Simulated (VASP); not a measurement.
# Sc (P6_3/mmc) in VASP: a series of runs, part 2 of 2

VASP 6.6.1. The steps go on from the part before.

## 3. Relaxation of cell and atoms, PBEsol, target pressure 5 GPa, at which the enthalpy is minimised

Contents of INCAR:

```
SYSTEM = Sc
PREC = Accurate ; ENCUT = 600
EDIFF = 1E-7 ; ISMEAR = -1
SIGMA = 0.05 ; LREAL = .FALSE.
LASPH = .TRUE. ; NELM = 100
ALGO = Normal ; ISIF = 3
LWAVE = .FALSE. ; LCHARG = .FALSE.
GGA = PS ; IBRION = 2
NSW = 60 ; EDIFFG = -0.01
PSTRESS = 50.0
```

Contents of KPOINTS:

```
Automatic mesh
0
G
  9 9 5
  0 0 0
```

Contents of POSCAR:

```
Sc
1.0
    3.3090000000      0.0000000000      0.0000000000
   -1.6545000000      2.8656780611      0.0000000000
    0.0000000000      0.0000000000      5.2733000000
Sc
2
Direct
    0.6666666667      0.3333333333      0.7500000000
    0.3333333333      0.6666666667      0.2500000000
```

Potentials or basis: VASP PAW PBE potentials, release 64 (Sc_sv).

Run with:

```sh
cat potpaw_PBE.64/Sc_sv/POTCAR > POTCAR
mpirun -np 1 vasp_std > vasp.out
```

It took 2.2 min on 1 thread of AMD EPYC 7R13 (Zen 3), shared host; peak memory 0.17 GiB.

The run converged. Its results:

| Property | Result |
| --- | --- |
| Free energy | -13.1756 eV |
| Relaxed volume | 21.94 Å³/atom |
| Relaxed cell | a = 3.198 Å, b = 3.198 Å, c = 4.956 Å, α = 90.00°, β = 90.00°, γ = 120.00° |
| Space group after relaxing (to 0.1 Å) | P6_3/mmc (No. 194) |
| Energy change on relaxing (the run minimises the enthalpy) | +12.3 meV/atom |
| Ionic steps | 9 |
| Pressure after relaxing | 5.0 GPa |
| Band gap on the k mesh | zero (bands 11 and 12 overlap by 1.61 eV) |

Step by step:
```tsv
step	energy change (eV)	largest force (eV/Å)	pressure (GPa)	volume (Å³)
1	0.0000	0.0000	-2.76	50.00
2	0.1194	0.0000	8.96	41.74
3	0.0283	0.0000	5.09	43.86
4	0.0247	0.0000	4.90	43.97
5	0.0225	0.0000	4.87	43.98
6	0.0218	0.0000	4.85	43.98
7	0.0218	0.0000	4.85	43.98
8	0.0264	0.0000	5.09	43.83
9	0.0246	0.0000	5.00	43.89
```

Final structure:
```
Sc
1.0
     3.19768    0.00000    0.00000
    -1.59884    2.76927    0.00000
     0.00000    0.00000    4.95612
Sc
2
Direct
  0.66667 0.33333 0.75000
  0.33333 0.66667 0.25000
```

Levels at points of the mesh, in eV from the Fermi level:
| k point | band 9 | band 10 | band 11 | band 12 | band 13 | band 14 |
| --- | --- | --- | --- | --- | --- | --- |
| (0.00, 0.00, 0.00) | -5.34 | -1.81 | 0.96 | 1.72 | 1.72 | 2.06 |

Caveat: the cell is relaxed towards a set pressure, so the run minimises the enthalpy, not the energy; the PAW data sets were made with another functional, which shifts forces and pressure a little.

## 4. Relaxation of cell and atoms, PBEsol, target pressure 10 GPa, at which the enthalpy is minimised

Contents of INCAR:

```
SYSTEM = Sc
  PREC = Accurate
  ENCUT = 600
  EDIFF = 1E-7
  ISMEAR = -1
  SIGMA = 0.05
  LREAL = .FALSE.
  LASPH = .TRUE.
  NELM = 100
  ALGO = Normal
  ISIF = 3
  LWAVE = .FALSE.
  LCHARG = .FALSE.
  GGA = PS
  IBRION = 2
  NSW = 60
  EDIFFG = -0.01
  PSTRESS = 100.0
```

KPOINTS is that of step 3.

POSCAR is that of step 3.

Run with:

```sh
cat potpaw_PBE.64/Sc_sv/POTCAR > POTCAR
mpirun -np 1 vasp_std > vasp.out
```

Run time: 2 min. Hardware: 1 thread of AMD EPYC 7R13 (Zen 3), shared host; peak memory 0.17 GiB.

Results (log left out):

```yaml
Free_energy: -13.0529 eV
Relaxed_volume: 20.61 Å³/atom
Relaxed_cell: a = 3.134 Å, b = 3.134 Å, c = 4.848 Å, α = 90.00°, β = 90.00°, γ = 120.00°
Space_group_after_relaxing_to_0.1_Å: P6_3/mmc (No. 194)
Energy_change_on_relaxing_the_run_minimises_the_enthalpy: +73.7 meV/atom
Ionic_steps: 8
Pressure_after_relaxing: 10.0 GPa
Band_gap_on_the_k_mesh: zero (bands 11 and 12 overlap by 1.85 eV)
```

Step by step:
| step | energy change (eV) | largest force (eV/Å) | pressure (GPa) | volume (Å³) |
| --- | --- | --- | --- | --- |
| 1 | 0.0000 | 0.0000 | -2.76 | 50.00 |
| 2 | 0.5552 | 0.0000 | 20.85 | 36.93 |
| 3 | 0.1508 | 0.0000 | 10.02 | 41.23 |
| 4 | 0.1611 | 0.0000 | 10.37 | 41.07 |
| 5 | 0.1588 | 0.0000 | 10.37 | 41.06 |
| 6 | 0.1586 | 0.0000 | 10.38 | 41.05 |
| 7 | 0.1388 | 0.0000 | 9.70 | 41.37 |
| 8 | 0.1474 | 0.0000 | 10.00 | 41.23 |

Final structure:
```cif
data_structure
_symmetry_space_group_name_H-M 'P 1'
_symmetry_Int_Tables_number 1
_cell_length_a 3.1338
_cell_length_b 3.1338
_cell_length_c 4.8477
_cell_angle_alpha 90.000
_cell_angle_beta 90.000
_cell_angle_gamma 120.000
_cell_volume 41.23
loop_
_atom_site_label
_atom_site_type_symbol
_atom_site_fract_x
_atom_site_fract_y
_atom_site_fract_z
_atom_site_occupancy
Sc1 Sc 0.66667 0.33333 0.75000 1
Sc2 Sc 0.33333 0.66667 0.25000 1
```

Levels at points of the mesh, in eV from the Fermi level:
| k point | band 7 | band 8 | band 9 | band 10 | band 11 | band 12 | band 13 | band 14 | band 15 |
| --- | --- | --- | --- | --- | --- | --- | --- | --- | --- |
| (0.00, 0.00, 0.00) | -27.13 | -27.08 | -5.42 | -1.90 | 1.19 | 1.79 | 1.79 | 2.17 | 2.38 |

Caveat: the cell is relaxed towards a set pressure, so the run minimises the enthalpy, not the energy; the volume moved by over 15 % at a fixed basis, so the end points are rough; the PAW data sets were made with another functional, which shifts forces and pressure a little.

## 5. Relaxation of cell and atoms, PBEsol, target pressure 20 GPa, at which the enthalpy is minimised

Contents of INCAR:

```
SYSTEM = Sc
ALGO = Fast ; EDIFF = 1E-6
EDIFFG = -0.01 ; ENCUT = 600
GGA = PS ; IBRION = 2
ISIF = 3 ; ISMEAR = -1
LASPH = .TRUE. ; LCHARG = .FALSE.
LREAL = .FALSE. ; LWAVE = .FALSE.
NELM = 60 ; NSW = 60
PREC = Accurate ; PSTRESS = 200.0
SIGMA = 0.05
```

Contents of KPOINTS:

```
k-points
0
G
  9 9 5
  0 0 0
```

POSCAR is that of step 4.

Run with:

```sh
cat potpaw_PBE.64/Sc_sv/POTCAR > POTCAR
mpirun -np 1 vasp_std > vasp.out
```

Run time: 3 min. Hardware: 1 thread of AMD EPYC 7R13 (Zen 3), shared host; peak memory 0.17 GiB.

It converged, with:

| Item | Value |
| --- | --- |
| Free energy | -12.6893 eV |
| Relaxed volume | 18.63 Å³/atom |
| Relaxed cell | a = 3.028 Å, b = 3.028 Å, c = 4.692 Å, α = 90.00°, β = 90.00°, γ = 120.00° |
| Space group after relaxing (to 0.1 Å) | P6_3/mmc (No. 194) |
| Energy change on relaxing (the run minimises the enthalpy) | +255.5 meV/atom |
| Ionic steps | 11 |
| Pressure after relaxing | 19.9 GPa |
| Band gap on the k mesh | zero (bands 11 and 12 overlap by 2.25 eV) |

Step by step:
```tsv
step	energy change (eV)	largest force (eV/Å)	pressure (GPa)	volume (Å³)
1	0.0000	0.0000	-2.76	50.00
2	2.5738	0.0000	61.05	28.45
3	0.4681	0.0000	18.81	37.65
4	0.5137	0.0000	19.82	37.27
5	0.5426	0.0000	20.53	37.04
6	0.5027	0.0000	19.67	37.34
7	0.4891	0.0000	19.36	37.45
8	0.5163	0.0000	20.09	37.23
9	0.5101	0.0000	19.91	37.28
10	0.5105	0.0000	19.93	37.27
11	0.5110	0.0000	19.94	37.27
```

Final structure:
```
Sc
1.0
     3.02834    0.00000    0.00000
    -1.51417    2.62262    0.00000
     0.00000    0.00000    4.69239
Sc
2
Cartesian
  1.5142 0.8742 3.5193
  0.0000 1.7484 1.1731
```

Levels at points of the mesh, in eV from the Fermi level:
| k point | band 9 | band 10 | band 11 | band 12 | band 13 | band 14 |
| --- | --- | --- | --- | --- | --- | --- |
| (0.00, 0.00, 0.00) | -5.51 | -2.07 | 1.60 | 1.89 | 1.89 | 2.32 |

Caveat: the cell is relaxed towards a set pressure, so the run minimises the enthalpy, not the energy; the volume moved by over 15 % at a fixed basis, so the end points are rough; the PAW data sets were made with another functional, which shifts forces and pressure a little.

## 6. Relaxation of cell and atoms, PBEsol, target pressure 30 GPa, at which the enthalpy is minimised

Contents of INCAR:

```
SYSTEM = Sc
PREC = Accurate
ENCUT = 600
EDIFF = 1E-6
ISMEAR = -1
SIGMA = 0.05
LREAL = .FALSE.
LASPH = .TRUE.
NELM = 100
ALGO = Normal
ISIF = 3
LWAVE = .FALSE.
LCHARG = .FALSE.
GGA = PS
IBRION = 2
NSW = 60
EDIFFG = -0.01
PSTRESS = 300.0
```

Contents of KPOINTS:

```
regular mesh
0
G
  9 9 5
  0 0 0
```

POSCAR is that of step 5.

Potentials or basis: VASP PAW PBE potentials, release 64 (Sc_sv).

Run with:

```sh
cat potpaw_PBE.64/Sc_sv/POTCAR > POTCAR
mpirun -np 1 vasp_std > vasp.out
```

Run time: 2.3 min. Hardware: 1 thread of AMD EPYC 7R13 (Zen 3), shared host; peak memory 0.17 GiB.

It converged, with:

* Free energy: -12.2260 eV
* Relaxed volume: 17.13 Å³/atom
* Relaxed cell: a = 2.938 Å, b = 2.938 Å, c = 4.584 Å, α = 90.00°, β = 90.00°, γ = 120.00°
* Space group after relaxing (to 0.1 Å): P6_3/mmc (No. 194)
* Energy change on relaxing (the run minimises the enthalpy): +487.1 meV/atom
* Ionic steps: 9
* Pressure after relaxing: 30.0 GPa
* Band gap on the k mesh: zero (bands 11 and 12 overlap by 2.56 eV)

Step by step:
```
step  energy change (eV)  largest force (eV/Å)  pressure (GPa)  volume (Å³)
   1              0.0000                0.0000           -2.77        50.00
   2              6.7385                0.0000          137.31        21.37
   3              0.7186                0.0000           24.37        35.79
   4              0.9452                0.0000           29.31        34.43
   5              0.9961                0.0000           30.38        34.16
   6              0.9946                0.0000           30.40        34.16
   7              0.9945                0.0000           30.44        34.16
   8              0.9489                0.0000           29.47        34.40
   9              0.9742                0.0000           30.00        34.27
```

Final structure:
```cif
data_structure
_symmetry_space_group_name_H-M 'P 1'
_symmetry_Int_Tables_number 1
_cell_length_a 2.9379
_cell_length_b 2.9379
_cell_length_c 4.5844
_cell_angle_alpha 90.000
_cell_angle_beta 90.000
_cell_angle_gamma 120.000
_cell_volume 34.27
loop_
_atom_site_label
_atom_site_type_symbol
_atom_site_fract_x
_atom_site_fract_y
_atom_site_fract_z
_atom_site_occupancy
Sc1 Sc 0.66667 0.33333 0.75000 1
Sc2 Sc 0.33333 0.66667 0.25000 1
```

Levels at points of the mesh, in eV from the Fermi level:
| k point | band 7 | band 8 | band 9 | band 10 | band 11 | band 12 | band 13 | band 14 | band 15 |
| --- | --- | --- | --- | --- | --- | --- | --- | --- | --- |
| (0.00, 0.00, 0.00) | -26.48 | -26.41 | -5.56 | -2.23 | 1.94 | 1.97 | 1.97 | 2.38 | 2.71 |

Caveat: the cell is relaxed towards a set pressure, so the run minimises the enthalpy, not the energy; the volume moved by over 15 % at a fixed basis, so the end points are rough; the PAW data sets were made with another functional, which shifts forces and pressure a little.

## 7. The runs side by side

```tsv
cell	gap on the mesh (eV)	pressure (GPa)
relaxed to 2 GPa	none	2.0
relaxed to 5 GPa	none	5.0
relaxed to 10 GPa	none	10.0
relaxed to 20 GPa	none	19.9
relaxed to 30 GPa	none	30.0
```

Alike in all rows: task relaxation of cell and atoms; level PBEsol; potentials or basis VASP PAW PBE potentials, release 64 (Sc_sv); no spin polarisation; k mesh 9 × 9 × 5; cutoff (eV) 600; smearing fermi-dirac 0.05 eV.

Caveats: the cell is relaxed towards a set pressure, so the run minimises the enthalpy, not the energy; the PAW data sets were made with another functional, which shifts forces and pressure a little; the volume moved by over 15 % at a fixed basis, so the end points are rough (at least some runs).

Absolute energies hang on the potentials; compare differences alone.
